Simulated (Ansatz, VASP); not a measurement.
## Al in VASP and in Ansatz

```
CELL_PARAMETERS angstrom
-1.65490 1.65490 1.65490
1.65490 -1.65490 1.65490
1.65490 1.65490 -1.65490
ATOMIC_POSITIONS crystal
Al 0.00000 0.00000 0.00000
```

Alike in both runs: task single point; functional PBE; k mesh 18 × 18 × 18; occupations gaussian, width 0.1 eV; no spin polarisation.

```csv
,VASP,Ansatz
version,VASP 6.6.1,Ansatz 0.2.0
potentials or method,"VASP PAW PBE potentials, release 64 (Al), cutoff 520 eV","scalar-relativistic, plane waves, PAW"
valence electrons in the cell,3,3
```

```tsv
	VASP	Ansatz	Ansatz less VASP
gap on the k mesh at the Fermi level (eV)	none	none	-
pressure (GPa)	-4.1	-4.1	+0.02
```

A gap of «none» marks a metal or a gap that the smearing closes. The functional is the same, so the differences come from potentials, cutoffs and numerics.
